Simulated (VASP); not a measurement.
# Zr (Fm-3m) in VASP: notebook

The runs below take Zr through single point, with PBE.

Everything below comes from runs of VASP 6.6.1. Logs are shortened: lines on timing, memory, paths and dates and some standing lists are left out, and cuts for length are marked.

## Step 1: The cell of the first run

Symmetry: Fm-3m, No. 225, cubic system. The conventional cell has a = 4.617 Å, b = 4.617 Å, c = 4.617 Å, α = 90.00°, β = 90.00°, γ = 90.00°. Within 4.3 Å of Zr (site symmetry m-3m) lie 12 Zr at 3.26 Å.

## Step 2: Single point, PBE (strained)

INCAR reads:

```
  ALGO = Fast
  EDIFF = 1E-6
  ENCUT = 520
  GGA = PE
  ISIF = 2
  ISMEAR = 0
  LASPH = True
  LCHARG = False
  LREAL = False
  LWAVE = False
  NBANDS = 12
  NELM = 100
  PREC = Accurate
  SIGMA = 0.1
```

KPOINTS reads:

```
k-points
0
Gamma
  16 16 16
```

POSCAR reads:

```
Zr
1.0
    0.0000000000      2.3084660500      2.3084660500
    2.3084660500      0.0000000000      2.3084660500
    2.3084660500      2.3084660500      0.0000000000
Zr
1
Direct
    0.0000000000      0.0000000000      0.0000000000
```

Potentials or basis: VASP PAW PBE potentials, release 64 (Zr_sv).

Command:

```bash
$ cat potpaw_PBE.64/Zr_sv/POTCAR > POTCAR
$ mpirun -np 1 vasp_std > vasp.out
```

OUTCAR:

```text
EDIFF = 1E-6
   ENCUT = 520
   GGA = PE
   ISIF = 2
   ISMEAR = 0
   LASPH = True
   LREAL = False
   NELM = 100
   PREC = Accurate

 ion  position               nearest neighbor table
   1  0.000  0.000  0.000-

  LATTYP: Found a face centered cubic cell.
 ALAT       =     4.6169321000

  Lattice vectors:

 A1 = (   0.0000000000,   2.3084660500,   2.3084660500)
 A2 = (   2.3084660500,   0.0000000000,   2.3084660500)
 A3 = (   2.3084660500,   2.3084660500,   0.0000000000)

Analysis of symmetry for initial positions (statically):
=====================================================================
 Subroutine PRICEL returns:
 Original cell was already a primitive cell.

 Routine SETGRP: Setting up the symmetry group for a
 face centered cubic supercell.

 Subroutine GETGRP returns: Found 48 space group operations
 (whereof 48 operations were pure point group operations)
 out of a pool of 48 trial point group operations.

The static configuration has the point symmetry O_h .

Analysis of symmetry for dynamics (positions and initial velocities):
=====================================================================
 Subroutine PRICEL returns:
 Original cell was already a primitive cell.

 Routine SETGRP: Setting up the symmetry group for a
 face centered cubic supercell.

 Subroutine GETGRP returns: Found 48 space group operations
 (whereof 48 operations were pure point group operations)
 out of a pool of 48 trial point group operations.

The dynamic configuration has the point symmetry O_h .

 Subroutine INISYM returns: Found 48 space group operations
 (whereof 48 operations are pure point group operations),
 and found     1 'primitive' translations

----------------------------------------------------------------------------------------

                                     Primitive cell

  volume of cell :      24.6037

  direct lattice vectors                    reciprocal lattice vectors
     0.000000000  2.308466050  2.308466050    -0.216594045  0.216594045  0.216594045
     2.308466050  0.000000000  2.308466050     0.216594045 -0.216594045  0.216594045
     2.308466050  2.308466050  0.000000000     0.216594045  0.216594045 -0.216594045

  length of vectors
     3.264663996  3.264663996  3.264663996     0.375151891  0.375151891  0.375151891

  position of ions in fractional coordinates (direct lattice)
     0.000000000  0.000000000  0.000000000

  ion indices of the primitive-cell ions
   primitive index   ion index
                 1           1
[... 74 lines left out ...]
   EDIFFG = 0.1E-04   stopping-criterion for IOM
   NSW    =      0    number of steps for IOM
   IBRION =     -1    ionic relax: 0-MD 1-quasi-New 2-CG
   NFREE  =      0    steps in history (QN), initial steepest desc. (CG)
   ISIF   =      2    stress and relaxation
   ISYM   =      2    0-nonsym 1-usesym 2-fastsym
   POTIM  = 0.5000    time-step for ionic-motion
   TEBEG  =    0.0;   TEEND  =   0.0 temperature during run
   PSTRESS=    0.0 pullay stress
   NELECT =      12.0000    total number of electrons
   NUPDOWN=      -1.0000    fix difference up-down
   EMIN   =  10.00;   EMAX   =-10.00  energy-range for DOS
   EFERMI =   0.00;   METHOD = LEGACY
   ISMEAR =     0;   SIGMA  =   0.10  broadening in eV -4-tet -1-fermi 0-gaus
   EFERMI_NEDOS =   21; number of points for ismear=-14 and -15
   IALGO  =     68    algorithm
   IMIX   =      4    mixing-type and parameters
     AMIX     =   0.40;   BMIX     =  1.00
     AMIX_MAG =   1.60;   BMIX_MAG =  1.00
  volume/ion in A,a.u.               =      24.60       166.03
  Fermi-wavevector in a.u.,A,eV,Ry     =   1.288650  2.435196 22.594102  1.660620
  Thomas-Fermi vector in A             =   2.420591
   LORBIT       =      0    0 simple, 1 ext, 2 COOP (PROOUT), +10 PAW based schemes
   GGA     = PE    functional components
   LHFCALC =     F    Hartree Fock is set to
   AEXX    =    0.0000 exact exchange contribution
   IVDW    =     0    specifies the selected vdW correction
   LEPSILON=     F    determine dielectric tensor
   LRPA    =     F    only Hartree local field effects (RPA)
 non-spin polarized calculation
 RMM-DIIS sequential band-by-band and
 Gauss-broadening in eV      SIGMA  =   0.10
  energy-cutoff  :      520.00
  volume of cell :       24.60
 maximum number of plane-waves:       684
   NGX = 13   NGY = 13   NGZ = 13

 number of electron      12.0000000 magnetization

 Free energy of the ion-electron system (eV)
  ---------------------------------------------------
  ext. energy  EPLUGINS =         0.00000000
  ---------------------------------------------------
  free energy    TOTEN  =        -8.46282348 eV

  energy without entropy =       -8.45259939  energy(sigma->0) =       -8.45771143

 E-fermi :   8.2817     XC(G=0): -10.8345

 val. band max:        8.2737122092   @ k =   0.2500   0.0625   0.0000
 cond. band min:       8.2863090631   @ k =  -0.3125   0.3750   0.1250
 fundamental gap:      0.0125968539
 Fermi energy:         8.2816723439

 k-point     1 :       0.0000    0.0000    0.0000
  band No.  band energies     occupation
      1     -40.5358      2.00000
      2     -18.1215      2.00000
      3     -18.1215      2.00000
      4     -18.1215      2.00000
      5       2.8374      2.00000
      6       9.2446      0.00000
      7       9.2446      0.00000
      8       9.2446      0.00000
      9      11.4843      0.00000
     10      11.4843      0.00000
     11      18.6667      0.00000
     12      22.6315      0.00000
[... 331 lines left out ...]
 k-point    24 :      -0.0625    0.0625    0.0000
  band No.  band energies     occupation
      1     -40.5249      2.00000
      2     -18.1988      2.00000
      3     -18.1440      2.00000
      4     -18.1268      2.00000
      5       3.1486      2.00000
      6       8.9607      0.00000
      7       9.3822      0.00000
      8       9.4032      0.00000
      9      11.2281      0.00000
     10      11.4819      0.00000
     11      19.3139      0.00000
     12      21.6009      0.00000

 [... further k-points ...]
[... 5 lines left out ...]
  --------------------------------------------------------------------------------------
  -------------------------------------------------------------------------------------
  Total       -0.7366492     -0.7366492     -0.7366492     -0.0000000      0.0000000     -0.0000000
  in kB      -47.9701255    -47.9701255    -47.9701255     -0.0000000      0.0000000     -0.0000000
  external PRESSURE =     -47.9701255 kB  Pullay stress =       0.0000000 kB

 VOLUME and BASIS-vectors are now :
 -----------------------------------------------------------------------------
  energy-cutoff  :      520.00
  volume of cell :       24.60
      direct lattice vectors                 reciprocal lattice vectors
     0.000000000  2.308466050  2.308466050    -0.216594045  0.216594045  0.216594045
     2.308466050  0.000000000  2.308466050     0.216594045 -0.216594045  0.216594045
     2.308466050  2.308466050  0.000000000     0.216594045  0.216594045 -0.216594045

 POSITION                                       TOTAL-FORCE (eV/Angst)
 -----------------------------------------------------------------------------------
      0.00000      0.00000      0.00000         0.000000      0.000000      0.000000
 -----------------------------------------------------------------------------------
    total drift:                               -0.000000      0.000000     -0.000000

  FREE ENERGIE OF THE ION-ELECTRON SYSTEM (eV)
  ---------------------------------------------------
  free  energy   TOTEN  =        -8.4628234786 eV

  energy  without entropy=       -8.4525993891  energy(sigma->0) =       -8.45771143
```

Run time: 26 s. Hardware: 1 thread of Intel Xeon 6975P-C, shared host; peak memory 0.17 GiB.

Results:

- Free energy: -8.4628 eV
- Pressure: -4.8 GPa
- Band gap on the k mesh: zero (band 6 reaches 9.24 eV, above the bottom of band 7 at 7.91 eV)

Caveat: the cell differs from its parent crystal (strained).

## Step 3: Single point, PBE (strained)

INCAR reads:

```
SYSTEM = Zr
PREC = Accurate
ENCUT = 520
EDIFF = 1E-7
ISMEAR = 0
SIGMA = 0.1
LREAL = .FALSE.
LASPH = .TRUE.
NELM = 60
ALGO = Normal
ISIF = 2
LWAVE = .FALSE.
LCHARG = .FALSE.
GGA = PE
NBANDS = 12
```

KPOINTS reads:

```
regular mesh
0
G
  16 16 16
  0 0 0
```

POSCAR reads:

```
Zr
1.0
    0.0000000000      2.3402841000      2.3402841000
    2.3402841000      0.0000000000      2.3402841000
    2.3402841000      2.3402841000      0.0000000000
Zr
1
Direct
    0.0000000000      0.0000000000      0.0000000000
```

Potentials or basis: VASP PAW PBE potentials, release 64 (Zr_sv).

Command:

```bash
$ cat potpaw_PBE.64/Zr_sv/POTCAR > POTCAR
$ mpirun -np 1 vasp_std > vasp.out
```

Wall time 34 s (1 thread of Intel Xeon 6975P-C, shared host); peak memory 0.19 GiB.

It converged, with:

* Free energy: -8.4230 eV
* Pressure: -7.6 GPa
* Band gap on the k mesh: zero (band 6 reaches 8.79 eV, above the bottom of band 7 at 7.49 eV)

Levels at points of the mesh, in eV from the Fermi level:
```csv
k point,band 4,band 5,band 6,band 7,band 8,band 9
"(0.00, 0.00, 0.00)",-26.54,-5.36,0.95,0.95,0.95,3.07
"(0.50, 0.00, 0.00)",-26.63,-2.70,0.80,0.80,0.80,4.61
"(0.50, 0.50, 0.00)",-26.79,-2.61,-1.87,2.52,4.62,5.05
```

Caveat: the cell differs from its parent crystal (strained).

## Step 4: Single point, PBE

This run uses another cell than the first one, of 22.93 Å³/atom, 0.932 times its volume.

INCAR reads:

```
ALGO = Normal
EDIFF = 1E-6
ENCUT = 500
GGA = PE
GGA_COMPAT = F
ISIF = 2
ISMEAR = 0
LASPH = T
LCHARG = F
LREAL = F
LWAVE = F
NBANDS = 12
NELM = 120
PREC = Accurate
SIGMA = 0.1
```

KPOINTS reads:

```
k-points
0
Gamma
  8 8 8
```

POSCAR reads:

```
Zr
1.0
    0.0000000000      2.2550000000      2.2550000000
    2.2550000000      0.0000000000      2.2550000000
    2.2550000000      2.2550000000      0.0000000000
Zr
1
Direct
    0.0000000000      0.0000000000      0.0000000000
```

Command:

```bash
$ cat potpaw_PBE.64/Zr_sv/POTCAR > POTCAR
$ mpirun -np 1 vasp_std > vasp.out
```

Wall time 6.1 s (1 thread of AMD EPYC 7R43 (Zen 3), shared host); peak memory 0.1 GiB.

It converged, with:

```yaml
Free_energy: -8.4849 eV
Pressure: 0.7 GPa
Band_gap_on_the_k_mesh: zero (band 6 reaches 10.05 eV, above the bottom of band 7 at 8.67 eV)
```

Levels at points of the mesh, in eV from the Fermi level:
| k point | band 2 | band 3 | band 4 | band 5 | band 6 | band 7 | band 8 | band 9 | band 10 | band 11 |
| --- | --- | --- | --- | --- | --- | --- | --- | --- | --- | --- |
| (0.00, 0.00, 0.00) | -26.16 | -26.16 | -26.16 | -5.57 | 0.99 | 0.99 | 0.99 | 3.45 | 3.45 | 10.53 |
| (0.50, 0.00, 0.00) | -27.17 | -26.29 | -26.29 | -2.97 | 0.81 | 0.81 | 1.16 | 5.27 | 5.27 | 9.73 |
| (0.50, 0.50, 0.00) | -27.10 | -26.51 | -26.51 | -3.03 | -2.22 | 3.08 | 5.28 | 5.79 | 5.79 | 9.91 |

## Step 5: Overview

```csv
cell,k mesh,cutoff (eV),gap on the mesh (eV),pressure (GPa)
"a = 3.265 Å, angles 60.0°, 1 atom",16 × 16 × 16,520,none,-4.8
"a = 3.310 Å, angles 60.0°, 1 atom",16 × 16 × 16,520,none,-7.6
"a = 3.189 Å, angles 60.0°, 1 atom",8 × 8 × 8,500,none,0.7
```

Alike in all rows: task single point; level PBE; potentials or basis VASP PAW PBE potentials, release 64 (Zr_sv); no spin polarisation; smearing gaussian 0.1 eV.

Total energies depend on the potentials used, so only differences within one code and one set of settings carry meaning.
